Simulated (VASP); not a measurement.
# HfO2 (Fm-3m) in VASP: notebook, part 2 of 3

VASP 6.6.1. Earlier steps stand in the parts before.

### Step 4. Single point, r2SCAN (volume scaled by 0.920)

POSCAR

```
HfO2
1.0
    0.0000000000      2.4598473778      2.4598473778
    2.4598473778      0.0000000000      2.4598473778
    2.4598473778      2.4598473778      0.0000000000
Hf O
1 2
Direct
    0.0000000000      0.0000000000      0.0000000000
    0.2500000000      0.2500000000      0.2500000000
    0.7500000000      0.7500000000      0.7500000000
```

INCAR.step1

```
SYSTEM = HfO2
  PREC = Accurate
  ENCUT = 520
  ISMEAR = 0
  SIGMA = 0.05
  LREAL = .False.
  LASPH = .True.
  NELM = 60
  NBANDS = 18
  GGA = PE
  ALGO = Normal
  EDIFF = 1E-4
  LWAVE = .True.
  LCHARG = .False.
```

INCAR.step2

```
SYSTEM = HfO2
  PREC = Accurate
  ENCUT = 520
  EDIFF = 1E-6
  ISMEAR = 0
  SIGMA = 0.05
  LREAL = .False.
  LASPH = .True.
  NELM = 60
  ALGO = Normal
  ISIF = 2
  LWAVE = .False.
  LCHARG = .False.
  METAGGA = R2SCAN
  LMIXTAU = .True.
  NBANDS = 18
  ISTART = 1
```

KPOINTS

```
Automatic mesh
0
Gamma
  8 8 8
  0 0 0
```

Potentials or basis: VASP PAW PBE potentials, release 64 (Hf_pv, O).

On the command line:

```bash
$ cat potpaw_PBE.64/Hf_pv/POTCAR potpaw_PBE.64/O/POTCAR > POTCAR
$ cp INCAR.step1 INCAR
$ mpirun -np 1 vasp_std > vasp.out
$ cp INCAR.step2 INCAR
$ mpirun -np 1 vasp_std > vasp.out
```

OUTCAR:

```text
SYSTEM = HfO2
   PREC = Accurate
   ENCUT = 520
   EDIFF = 1E-6
   ISMEAR = 0
   LREAL = .False.
   LASPH = .True.
   NELM = 60
   ISIF = 2
   METAGGA = R2SCAN
   ISTART = 1

 ion  position               nearest neighbor table
   1  0.000  0.000  0.000-   3 2.13   3 2.13   3 2.13   2 2.13   3 2.13   2 2.13   2 2.13   2 2.13

   2  0.250  0.250  0.250-   1 2.13   1 2.13   1 2.13   1 2.13
   3  0.750  0.750  0.750-   1 2.13   1 2.13   1 2.13   1 2.13

  LATTYP: Found a face centered cubic cell.
 ALAT       =     4.9196947556

  Lattice vectors:

 A1 = (   0.0000000000,   2.4598473778,   2.4598473778)
 A2 = (   2.4598473778,   0.0000000000,   2.4598473778)
 A3 = (   2.4598473778,   2.4598473778,   0.0000000000)

Analysis of symmetry for initial positions (statically):
=====================================================================
 Subroutine PRICEL returns:
 Original cell was already a primitive cell.

 Routine SETGRP: Setting up the symmetry group for a
 face centered cubic supercell.

 Subroutine GETGRP returns: Found 48 space group operations
 (whereof 48 operations were pure point group operations)
 out of a pool of 48 trial point group operations.

The static configuration has the point symmetry O_h .

Analysis of symmetry for dynamics (positions and initial velocities):
=====================================================================
 Subroutine PRICEL returns:
 Original cell was already a primitive cell.

 Routine SETGRP: Setting up the symmetry group for a
 face centered cubic supercell.

 Subroutine GETGRP returns: Found 48 space group operations
 (whereof 48 operations were pure point group operations)
 out of a pool of 48 trial point group operations.

The dynamic configuration has the point symmetry O_h .

 Subroutine INISYM returns: Found 48 space group operations
 (whereof 48 operations are pure point group operations),
 and found     1 'primitive' translations

----------------------------------------------------------------------------------------

                                     Primitive cell

  volume of cell :      29.7683

  direct lattice vectors                    reciprocal lattice vectors
     0.000000000  2.459847378  2.459847378    -0.203264643  0.203264643  0.203264643
     2.459847378  0.000000000  2.459847378     0.203264643 -0.203264643  0.203264643
     2.459847378  2.459847378  0.000000000     0.203264643  0.203264643 -0.203264643

  length of vectors
     3.478749523  3.478749523  3.478749523     0.352064690  0.352064690  0.352064690

  position of ions in fractional coordinates (direct lattice)
     0.000000000  0.000000000  0.000000000
     0.250000000  0.250000000  0.250000000
     0.750000000  0.750000000  0.750000000

  ion indices of the primitive-cell ions
   primitive index   ion index
                 1           1
                 2           2
                 3           3

----------------------------------------------------------------------------------------

 KPOINTS: Automatic mesh

Automatic generation of k-mesh.
 Grid dimensions read from file:
 generate k-points for:    8    8    8

 Generating k-lattice:

  Cartesian coordinates                     Fractional coordinates (reciprocal lattice)
    -0.025408080  0.025408080  0.025408080     0.125000000  0.000000000  0.000000000
     0.025408080 -0.025408080  0.025408080     0.000000000  0.125000000  0.000000000
     0.025408080  0.025408080 -0.025408080     0.000000000  0.000000000  0.125000000

  Length of vectors
     0.044008086  0.044008086  0.044008086

  Shift w.r.t. Gamma in fractional coordinates (k-lattice)
     0.000000000  0.000000000  0.000000000

 Subroutine IBZKPT returns following result:
 ===========================================

 Found     29 irreducible k-points:

 Following reciprocal coordinates:
            Coordinates               Weight
  0.000000  0.000000  0.000000      1.000000
  0.125000  0.000000  0.000000      8.000000
  0.250000  0.000000  0.000000      8.000000
  0.375000  0.000000  0.000000      8.000000
  0.500000  0.000000  0.000000      4.000000
  0.125000  0.125000  0.000000      6.000000
[... 16 lines left out ...]
  0.500000  0.250000  0.125000     48.000000
 -0.375000  0.250000  0.125000     24.000000
 [... further k-points ...]
   k-points           NKPTS =     29   k-points in BZ     NKDIM =     29   number of bands    NBANDS=     18
   number of dos      NEDOS =    301   number of ions     NIONS =      3
   total plane-waves  NPLWV =  21952
   dimension x,y,z NGX =    28 NGY =   28 NGZ =   28
   dimension x,y,z NGXF=    56 NGYF=   56 NGZF=   56
   ions per type =               1   2
   NGX,Y,Z   is equivalent  to a cutoff of  13.38, 13.38, 13.38 a.u.
   NGXF,Y,Z  is equivalent  to a cutoff of  26.76, 26.76, 26.76 a.u.
 SYSTEM =  HfO2
   PREC   = accura    normal or accurate (medium, high low for compatibility)
   ISTART =      1    job   : 0-new  1-cont  2-samecut
   ICHARG =      0    charge: 1-file 2-atom 10-const
   ISPIN  =      1    spin polarized calculation?
   LNONCOLLINEAR =      F non collinear calculations
   LSORBIT =      F    spin-orbit coupling
   LASPH  =      T    aspherical Exc in radial PAW
   ENCUT  =  520.0 eV  38.22 Ry    6.18 a.u.   6.47  6.47  6.47*2*pi/ulx,y,z
   NELM   =     60;   NELMIN=  2; NELMDL=  0     # of ELM steps
   EDIFF  = 0.1E-05   stopping-criterion for ELM
   LREAL  =      F    real-space projection
   EDIFFG = 0.1E-04   stopping-criterion for IOM
   NSW    =      0    number of steps for IOM
   IBRION =     -1    ionic relax: 0-MD 1-quasi-New 2-CG
   NFREE  =      0    steps in history (QN), initial steepest desc. (CG)
   ISIF   =      2    stress and relaxation
   ISYM   =      2    0-nonsym 1-usesym 2-fastsym
   POTIM  = 0.5000    time-step for ionic-motion
   TEBEG  =    0.0;   TEEND  =   0.0 temperature during run
   PSTRESS=    0.0 pullay stress
   NELECT =      22.0000    total number of electrons
   NUPDOWN=      -1.0000    fix difference up-down
   EMIN   =  10.00;   EMAX   =-10.00  energy-range for DOS
   EFERMI =   0.00;   METHOD = LEGACY
   ISMEAR =     0;   SIGMA  =   0.05  broadening in eV -4-tet -1-fermi 0-gaus
   EFERMI_NEDOS =   21; number of points for ismear=-14 and -15
   IALGO  =     38    algorithm
   IMIX   =      4    mixing-type and parameters
     AMIX     =   0.40;   BMIX     =  1.00
     AMIX_MAG =   1.60;   BMIX_MAG =  1.00
  volume/ion in A,a.u.               =       9.92        66.96
  Fermi-wavevector in a.u.,A,eV,Ry     =   1.480122  2.797025 29.807122  2.190762
  Thomas-Fermi vector in A             =   2.594195
   LORBIT       =      0    0 simple, 1 ext, 2 COOP (PROOUT), +10 PAW based schemes
   METAGGA = R2SCAN    functional components
   LHFCALC =     F    Hartree Fock is set to
   AEXX    =    0.0000 exact exchange contribution
   IVDW    =     0    specifies the selected vdW correction
   LEPSILON=     F    determine dielectric tensor
   LRPA    =     F    only Hartree local field effects (RPA)
 non-spin polarized calculation
 Gauss-broadening in eV      SIGMA  =   0.05
  energy-cutoff  :      520.00
  volume of cell :       29.77
 maximum number of plane-waves:       821
 NGX is ok and might be reduce to    28
   NGX = 13   NGY = 13   NGZ = 13

 number of electron      22.0000010 magnetization

 Free energy of the ion-electron system (eV)
  ---------------------------------------------------
  ext. energy  EPLUGINS =         0.00000000
  ---------------------------------------------------
  free energy    TOTEN  =       -68.41133666 eV

  energy without entropy =      -68.41133666  energy(sigma->0) =      -68.41133666

 E-fermi :   5.0244     XC(G=0): -13.1131

 val. band max:        4.7054608716   @ k =   0.5000   0.5000   0.0000
 cond. band min:       9.2668186917   @ k =   0.5000   0.5000   0.0000
 fundamental gap:      4.5613578201
 Fermi energy:         5.0244011848

 k-point     1 :       0.0000    0.0000    0.0000
  band No.  band energies     occupation
      1     -25.5172      2.00000
      2     -25.5172      2.00000
      3     -25.5172      2.00000
      4     -15.6088      2.00000
      5     -12.1428      2.00000
      6      -1.3302      2.00000
[... 10 lines left out ...]
     17      16.9260      0.00000
     18      17.9882      0.00000
[... 463 lines left out ...]
 k-point    24 :      -0.3750    0.2500    0.1250
  band No.  band energies     occupation
      1     -26.0994      2.00000
      2     -25.7895      2.00000
      3     -25.6313      2.00000
      4     -13.7798      2.00000
      5     -13.0308      2.00000
      6      -0.6677      2.00000
[... 10 lines left out ...]
     17      16.9154      0.00000
     18      17.9843      0.00000

 [... further k-points ...]
[... 5 lines left out ...]
  --------------------------------------------------------------------------------------
  -------------------------------------------------------------------------------------
  Total        4.1133013      4.1133013      4.1133013     -0.0000000      0.0000000     -0.0000000
  in kB      221.3841989    221.3841989    221.3841989     -0.0000000      0.0000000     -0.0000000
  external PRESSURE =     221.3841989 kB  Pullay stress =       0.0000000 kB

 VOLUME and BASIS-vectors are now :
 -----------------------------------------------------------------------------
  energy-cutoff  :      520.00
  volume of cell :       29.77
      direct lattice vectors                 reciprocal lattice vectors
     0.000000000  2.459847378  2.459847378    -0.203264643  0.203264643  0.203264643
     2.459847378  0.000000000  2.459847378     0.203264643 -0.203264643  0.203264643
     2.459847378  2.459847378  0.000000000     0.203264643  0.203264643 -0.203264643

 POSITION                                       TOTAL-FORCE (eV/Angst)
 -----------------------------------------------------------------------------------
      0.00000      0.00000      0.00000        -0.000000     -0.000000     -0.000000
      1.22992      1.22992      1.22992         0.000000      0.000000      0.000000
      3.68977      3.68977      3.68977        -0.000000     -0.000000     -0.000000
 -----------------------------------------------------------------------------------
    total drift:                                0.000000      0.000000      0.000000

  FREE ENERGIE OF THE ION-ELECTRON SYSTEM (eV)
  ---------------------------------------------------
  free  energy   TOTEN  =       -68.4113366636 eV

  energy  without entropy=      -68.4113366636  energy(sigma->0) =      -68.41133666
```

Run time: 72 s. Hardware: 1 thread of AMD EPYC 9R45 (Zen 5), shared host; peak memory 0.13 GiB.

Results:

```yaml
Free_energy: -68.4113 eV
Pressure: 22.1 GPa
Band_gap_on_the_k_mesh: 4.56 eV, direct
```

Caveat: the PAW data sets were made with another functional, which shifts forces and pressure a little; spin-orbit coupling is left out, which moves the levels of the heavy elements.

### Step 5. Single point, r2SCAN (volume scaled by 0.960)

POSCAR

```
HfO2
1.0
    0.0000000000      2.4949928030      2.4949928030
    2.4949928030      0.0000000000      2.4949928030
    2.4949928030      2.4949928030      0.0000000000
Hf O
1 2
Direct
    0.0000000000      0.0000000000      0.0000000000
    0.2500000000      0.2500000000      0.2500000000
    0.7500000000      0.7500000000      0.7500000000
```

INCAR.step1

```
PREC = Accurate
ENCUT = 520
ISMEAR = 0
SIGMA = 0.05
LREAL = F
LASPH = T
NELM = 60
NBANDS = 18
GGA = PE
ALGO = Normal
EDIFF = 1E-4
LWAVE = T
LCHARG = F
```

INCAR.step2

```
PREC = Accurate
ENCUT = 520
EDIFF = 1E-7
ISMEAR = 0
SIGMA = 0.05
LREAL = F
LASPH = T
NELM = 60
ALGO = Normal
ISIF = 2
LWAVE = F
LCHARG = F
METAGGA = R2SCAN
LMIXTAU = T
NBANDS = 18
ISTART = 1
```

KPOINTS

```
Automatic mesh
0
Gamma
  8 8 8
```

On the command line:

```bash
$ cat potpaw_PBE.64/Hf_pv/POTCAR potpaw_PBE.64/O/POTCAR > POTCAR
$ cp INCAR.step1 INCAR
$ mpirun -np 1 vasp_std > vasp.out
$ cp INCAR.step2 INCAR
$ mpirun -np 1 vasp_std > vasp.out
```

Run time: 1.7 min. Hardware: 1 thread of AMD EPYC 9R45 (Zen 5), shared host; peak memory 0.14 GiB.

It converged, with:

```yaml
Free_energy: -68.5317 eV
Pressure: 7.7 GPa
Band_gap_on_the_k_mesh: 4.44 eV, direct
```

Levels at points of the mesh, in eV from the valence-band top:
```csv
k point,band 8,band 9,band 10,band 11,band 12,band 13,band 14,band 15
"(0.00, 0.00, 0.00)",-5.75,-0.66,-0.66,-0.66,4.53,4.53,6.86,11.63
"(0.50, 0.00, 0.00)",-3.14,-2.92,-1.95,-1.95,5.29,5.29,7.96,9.79
"(0.50, 0.50, 0.00)",-3.69,-1.64,-1.64,0.00,4.44,6.28,7.63,9.11
```

Caveat: the PAW data sets were made with another functional, which shifts forces and pressure a little; spin-orbit coupling is left out, which moves the levels of the heavy elements. A k mesh can miss the band edges.

[end of part 2 of 3]
